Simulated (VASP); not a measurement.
# Al3Cl (P-3m1) in VASP: notebook

The runs below take Al3Cl through single point, relaxation of cell and atoms, with PBE.

All numbers are computed with VASP 6.6.1; they aren't measurements. Logs are shortened: lines on timing, memory, paths and dates and some standing lists are left out, and cuts for length are marked.

### 1 The cell of the first run

It takes space group P-3m1 (No. 164, trigonal). Conventional cell: a = 3.181 Å, b = 3.181 Å, c = 18.077 Å, α = 90.00°, β = 90.00°, γ = 120.00°. Al (site symmetry 3m) has 3 Cl at 2.49 Å and 9 Al at 2.73 to 3.18 Å within 3.3 Å. Within 3.6 Å of Al (site symmetry 3m) lie 12 Al at 2.73 to 3.18 Å. Within 3.7 Å of Al (site symmetry 3m) lie 12 Al at 2.81 to 3.18 Å. Within 3.3 Å of Cl (site symmetry 3m) lie 3 Al at 2.49 Å and 6 Cl at 3.18 Å.

### 2 Single point, PBE

Contents of INCAR:

```
PREC = Accurate
ENCUT = 520
EDIFF = 1E-7
ISMEAR = 0
SIGMA = 0.1
LREAL = False
LASPH = True
NELM = 100
ALGO = Normal
ISIF = 2
LWAVE = False
LCHARG = True
GGA = PE
LELF = True
LVHAR = True
NBANDS = 26
```

Contents of KPOINTS:

```
Automatic mesh
0
Gamma
  12 12 2
```

Contents of POSCAR:

```
Al3Cl
1.0
    3.1808634429      0.0000000000      0.0000000000
   -1.5904317214      2.7547085475      0.0000000000
    0.0000000000      0.0000000000     18.0767425111
Al Cl
6 2
Direct
    0.3333333333      0.6666666667      0.7114271578
    0.0000000000      0.0000000000      0.8231938673
    0.6666666667      0.3333333333      0.9409830930
    0.6666666667      0.3333333333      0.2885728422
    0.0000000000      0.0000000000      0.1768061327
    0.3333333333      0.6666666667      0.0590169070
    0.6666666667      0.3333333333      0.6181727608
    0.3333333333      0.6666666667      0.3818272392
```

Potentials or basis: VASP PAW PBE potentials, release 64 (Al, Cl).

Command:

```bash
> cat potpaw_PBE.64/Al/POTCAR potpaw_PBE.64/Cl/POTCAR > POTCAR
> mpirun -np 1 vasp_std > vasp.out
```

OUTCAR:

```text
PREC = Accurate
   ENCUT = 520
   EDIFF = 1E-7
   ISMEAR = 0
   LREAL = False
   LASPH = True
   NELM = 100
   ISIF = 2
   GGA = PE

 ion  position               nearest neighbor table
   1  0.333  0.667  0.711-   7 2.49   7 2.49   7 2.49   2 2.73   2 2.73   2 2.73
   2  0.000  0.000  0.823-   1 2.73   1 2.73   1 2.73   3 2.81   3 2.81   3 2.81
   3  0.667  0.333  0.941-   2 2.81   2 2.81   2 2.81   6 2.82   6 2.82   6 2.82
   4  0.667  0.333  0.289-   8 2.49   8 2.49   8 2.49   5 2.73   5 2.73   5 2.73
   5  0.000  0.000  0.177-   4 2.73   4 2.73   4 2.73   6 2.81   6 2.81   6 2.81
   6  0.333  0.667  0.059-   5 2.81   5 2.81   5 2.81   3 2.82   3 2.82   3 2.82
   7  0.667  0.333  0.618-   1 2.49   1 2.49   1 2.49
   8  0.333  0.667  0.382-   4 2.49   4 2.49   4 2.49

  LATTYP: Found a hexagonal cell.
 ALAT       =     3.1808634429
 C/A-ratio  =     5.6829671678

  Lattice vectors:

 A1 = (   3.1808634429,   0.0000000000,   0.0000000000)
 A2 = (  -1.5904317214,   2.7547085475,   0.0000000000)
 A3 = (   0.0000000000,   0.0000000000,  18.0767425111)

Analysis of symmetry for initial positions (statically):
=====================================================================
 Subroutine PRICEL returns:
 Original cell was already a primitive cell.

 Routine SETGRP: Setting up the symmetry group for a
 hexagonal supercell.

 Subroutine GETGRP returns: Found 12 space group operations
 (whereof 12 operations were pure point group operations)
 out of a pool of 24 trial point group operations.

The static configuration has the point symmetry D_3d.

Analysis of symmetry for dynamics (positions and initial velocities):
=====================================================================
 Subroutine PRICEL returns:
 Original cell was already a primitive cell.

 Routine SETGRP: Setting up the symmetry group for a
 hexagonal supercell.

 Subroutine GETGRP returns: Found 12 space group operations
 (whereof 12 operations were pure point group operations)
 out of a pool of 24 trial point group operations.

The dynamic configuration has the point symmetry D_3d.

 Subroutine INISYM returns: Found 12 space group operations
 (whereof 12 operations are pure point group operations),
 and found     1 'primitive' translations

----------------------------------------------------------------------------------------

                                     Primitive cell

  volume of cell :     158.3948

  direct lattice vectors                    reciprocal lattice vectors
     3.180863443  0.000000000  0.000000000     0.314380047  0.181507405  0.000000000
    -1.590431721  2.754708547  0.000000000     0.000000000  0.363014810  0.000000000
     0.000000000  0.000000000 18.076742511     0.000000000  0.000000000  0.055319702

  length of vectors
     3.180863443  3.180863443 18.076742511     0.363014810  0.363014810  0.055319702

  position of ions in fractional coordinates (direct lattice)
     0.333333333  0.666666667  0.711427158
     0.000000000  0.000000000  0.823193867
     0.666666667  0.333333333  0.940983093
     0.666666667  0.333333333  0.288572842
     0.000000000  0.000000000  0.176806133
     0.333333333  0.666666667  0.059016907
     0.666666667  0.333333333  0.618172761
     0.333333333  0.666666667  0.381827239

  ion indices of the primitive-cell ions
   primitive index   ion index
                 1           1
                 2           2
                 3           3
                 4           4
                 5           5
                 6           6
                 7           7
                 8           8

----------------------------------------------------------------------------------------

 KPOINTS: Automatic mesh

Automatic generation of k-mesh.
 Grid dimensions read from file:
 generate k-points for:   12   12    2

 Generating k-lattice:

  Cartesian coordinates                     Fractional coordinates (reciprocal lattice)
     0.026198337  0.015125617  0.000000000     0.083333333  0.000000000  0.000000000
     0.000000000  0.030251234  0.000000000     0.000000000  0.083333333  0.000000000
     0.000000000  0.000000000  0.027659851     0.000000000  0.000000000  0.500000000

  Length of vectors
     0.030251234  0.030251234  0.027659851

  Shift w.r.t. Gamma in fractional coordinates (k-lattice)
     0.000000000  0.000000000  0.000000000

 Subroutine IBZKPT returns following result:
 ===========================================

 Found     38 irreducible k-points:

 Following reciprocal coordinates:
            Coordinates               Weight
  0.000000  0.000000  0.000000      1.000000
  0.083333 -0.000000  0.000000      6.000000
  0.166667  0.000000  0.000000      6.000000
  0.250000 -0.000000  0.000000      6.000000
  0.333333  0.000000  0.000000      6.000000
  0.416667  0.000000  0.000000      6.000000
[... 16 lines left out ...]
  0.250000 -0.000000  0.500000      6.000000
  0.333333  0.000000  0.500000      6.000000
 [... further k-points ...]
   k-points           NKPTS =     38   k-points in BZ     NKDIM =     38   number of bands    NBANDS=     26
   number of dos      NEDOS =    301   number of ions     NIONS =      8
   total plane-waves  NPLWV =  80640
   dimension x,y,z NGX =    24 NGY =   24 NGZ =  140
   dimension x,y,z NGXF=    48 NGYF=   48 NGZF=  280
   ions per type =               6   2
   NGX,Y,Z   is equivalent  to a cutoff of  12.54, 12.54, 12.88 a.u.
   NGXF,Y,Z  is equivalent  to a cutoff of  25.09, 25.09, 25.75 a.u.
 SYSTEM =  unknown system
   PREC   = accura    normal or accurate (medium, high low for compatibility)
   ISTART =      0    job   : 0-new  1-cont  2-samecut
   ICHARG =      2    charge: 1-file 2-atom 10-const
   ISPIN  =      1    spin polarized calculation?
   LNONCOLLINEAR =      F non collinear calculations
   LSORBIT =      F    spin-orbit coupling
   LASPH  =      T    aspherical Exc in radial PAW
   ENCUT  =  520.0 eV  38.22 Ry    6.18 a.u.   5.91  5.91 33.61*2*pi/ulx,y,z
   NELM   =    100;   NELMIN=  2; NELMDL= -5     # of ELM steps
   EDIFF  = 0.1E-06   stopping-criterion for ELM
   LREAL  =      F    real-space projection
   EDIFFG = 0.1E-05   stopping-criterion for IOM
   NSW    =      0    number of steps for IOM
   IBRION =     -1    ionic relax: 0-MD 1-quasi-New 2-CG
   NFREE  =      0    steps in history (QN), initial steepest desc. (CG)
   ISIF   =      2    stress and relaxation
   ISYM   =      2    0-nonsym 1-usesym 2-fastsym
   POTIM  = 0.5000    time-step for ionic-motion
   TEBEG  =    0.0;   TEEND  =   0.0 temperature during run
   PSTRESS=    0.0 pullay stress
   NELECT =      32.0000    total number of electrons
   NUPDOWN=      -1.0000    fix difference up-down
   EMIN   =  10.00;   EMAX   =-10.00  energy-range for DOS
   EFERMI =   0.00;   METHOD = LEGACY
   ISMEAR =     0;   SIGMA  =   0.10  broadening in eV -4-tet -1-fermi 0-gaus
   EFERMI_NEDOS =   21; number of points for ismear=-14 and -15
   IALGO  =     38    algorithm
   IMIX   =      4    mixing-type and parameters
     AMIX     =   0.40;   BMIX     =  1.00
     AMIX_MAG =   1.60;   BMIX_MAG =  1.00
  volume/ion in A,a.u.               =      19.80       133.61
  Fermi-wavevector in a.u.,A,eV,Ry     =   0.960604  1.815279 12.554921  0.922761
  Thomas-Fermi vector in A             =   2.089903
   LORBIT       =      0    0 simple, 1 ext, 2 COOP (PROOUT), +10 PAW based schemes
   GGA     = PE    functional components
   LHFCALC =     F    Hartree Fock is set to
   AEXX    =    0.0000 exact exchange contribution
   IVDW    =     0    specifies the selected vdW correction
   LEPSILON=     F    determine dielectric tensor
   LRPA    =     F    only Hartree local field effects (RPA)
 non-spin polarized calculation
 Gauss-broadening in eV      SIGMA  =   0.10
  energy-cutoff  :      520.00
  volume of cell :      158.39
 maximum number of plane-waves:      4296
 NGX is ok and might be reduce to    24
   NGX = 11   NGY = 11   NGZ = 67

 number of electron      31.9999999 magnetization

 Free energy of the ion-electron system (eV)
  ---------------------------------------------------
  ext. energy  EPLUGINS =         0.00000000
  ---------------------------------------------------
  free energy    TOTEN  =       -28.09905531 eV

  energy without entropy =      -28.08294504  energy(sigma->0) =      -28.09100018

 E-fermi :   6.0722     XC(G=0):  -9.2732

 val. band max:        6.0673628635   @ k =   0.5000  -0.0000   0.0000
 cond. band min:       6.0917653719   @ k =   0.3333   0.3333   0.5000
 fundamental gap:      0.0244025084
 Fermi energy:         6.0722351138

 k-point     1 :       0.0000    0.0000    0.0000
  band No.  band energies     occupation
      1     -12.1164      2.00000
      2     -12.1025      2.00000
      3      -4.1418      2.00000
      4      -3.7902      2.00000
      5      -2.9878      2.00000
      6      -1.8700      2.00000
[... 18 lines left out ...]
     25      13.4141      0.00000
     26      13.5669      0.00000

 k-point     2 :       0.0833   -0.0000    0.0000
  band No.  band energies     occupation
      1     -12.0491      2.00000
      2     -12.0354      2.00000
      3      -4.0109      2.00000
      4      -3.6657      2.00000
      5      -2.8697      2.00000
      6      -1.7628      2.00000
[... 18 lines left out ...]
     25      12.8665      0.00000
     26      12.9191      0.00000

 k-point     3 :       0.1667    0.0000    0.0000
  band No.  band energies     occupation
      1     -11.8571      2.00000
      2     -11.8442      2.00000
      3      -3.6214      2.00000
      4      -3.2977      2.00000
      5      -2.5231      2.00000
      6      -1.4524      2.00000
[... 572 lines left out ...]
 k-point    23 :       0.2500   -0.0000    0.5000
  band No.  band energies     occupation
      1     -11.5722      2.00000
      2     -11.5608      2.00000
      3      -2.9807      2.00000
      4      -2.7293      2.00000
      5      -1.9581      2.00000
      6      -1.0345      2.00000
[... 18 lines left out ...]
     25      11.2550      0.00000
     26      11.3900      0.00000

 k-point    24 :       0.3333    0.0000    0.5000
  band No.  band energies     occupation
      1     -11.2546      2.00000
      2     -11.2454      2.00000
      3      -2.1950      2.00000
      4      -2.0711      2.00000
      5      -1.4210      2.00000
      6      -0.8525      2.00000
[... 18 lines left out ...]
     25      10.4962      0.00000
     26      10.8225      0.00000

 [... further k-points ...]

------------------------ aborting loop because EDIFF is reached ----------------------------------------

  FORCE on cell =-STRESS in cart. coord.  units (eV):
  Direction    XX          YY          ZZ          XY          YZ          ZX
  --------------------------------------------------------------------------------------
  -------------------------------------------------------------------------------------
  Total       -0.0430866     -0.0430866     -0.0749242     -0.0000000      0.0000000      0.0000000
  in kB       -0.4358247     -0.4358247     -0.7578646     -0.0000000      0.0000000      0.0000000
  external PRESSURE =      -0.5431713 kB  Pullay stress =       0.0000000 kB

 VOLUME and BASIS-vectors are now :
 -----------------------------------------------------------------------------
  energy-cutoff  :      520.00
  volume of cell :      158.39
      direct lattice vectors                 reciprocal lattice vectors
     3.180863443  0.000000000  0.000000000     0.314380047  0.181507405  0.000000000
    -1.590431721  2.754708547  0.000000000     0.000000000  0.363014810  0.000000000
     0.000000000  0.000000000 18.076742511     0.000000000  0.000000000  0.055319702

 POSITION                                       TOTAL-FORCE (eV/Angst)
 -----------------------------------------------------------------------------------
     -0.00000      1.83647     12.86029        -0.000000      0.000000     -0.003523
      0.00000      0.00000     14.88066         0.000000      0.000000      0.002060
      1.59043      0.91824     17.00991         0.000000      0.000000      0.000521
      1.59043      0.91824      5.21646         0.000000      0.000000      0.003523
      0.00000      0.00000      3.19608         0.000000      0.000000     -0.002060
     -0.00000      1.83647      1.06683         0.000000      0.000000     -0.000521
      1.59043      0.91824     11.17455        -0.000000     -0.000000      0.004615
     -0.00000      1.83647      6.90219        -0.000000      0.000000     -0.004615
 -----------------------------------------------------------------------------------
    total drift:                               -0.000000      0.000000      0.000000

  FREE ENERGIE OF THE ION-ELECTRON SYSTEM (eV)
  ---------------------------------------------------
  free  energy   TOTEN  =       -28.0990553137 eV

  energy  without entropy=      -28.0829450390  energy(sigma->0) =      -28.09100018
```

It took 1.9 min on 1 thread of Intel Xeon Platinum 8559C (Emerald Rapids), shared host; peak memory 0.33 GiB.

What came out:

```yaml
Free_energy: -28.0991 eV
Pressure: -0.1 GPa
Largest_force: 0.005 eV/Å
Band_gap_on_the_k_mesh: zero (bands 16 and 17 overlap by 5.55 eV)
```

Forces in eV/Å, atoms in the order of the input:
```
Al   0.000  0.000 -0.004
Al   0.000  0.000  0.002
Al   0.000  0.000  0.001
Al   0.000  0.000  0.004
Al   0.000  0.000 -0.002
Al   0.000  0.000 -0.001
Cl   0.000  0.000  0.005
Cl   0.000  0.000 -0.005
```

Levels at points of the mesh, in eV from the Fermi level:
| k point | band 13 | band 14 | band 15 | band 16 | band 17 | band 18 | band 19 | band 20 |
| --- | --- | --- | --- | --- | --- | --- | --- | --- |
| (0.00, 0.00, 0.00) | -3.38 | -0.96 | 0.71 | 3.07 | 4.12 | 5.07 | 5.42 | 6.61 |
| (0.50, 0.00, 0.00) | -3.57 | -3.47 | -2.30 | -1.52 | -0.32 | 0.00 | 1.92 | 2.05 |
| (0.00, 0.00, 0.50) | -3.38 | -1.12 | 1.02 | 2.63 | 4.37 | 5.07 | 5.57 | 6.62 |
| (0.50, 0.00, 0.50) | -3.58 | -3.47 | -2.28 | -1.52 | -0.33 | -0.04 | 1.90 | 2.18 |

Caveat: this functional lacks dispersion, which binds layers or chains, so the pressure and a relaxed spacing across them are unreliable.

(Part 1 of 3 ends here.)

The gap in the log of VASP goes by the Fermi energy; the results here count the filled bands.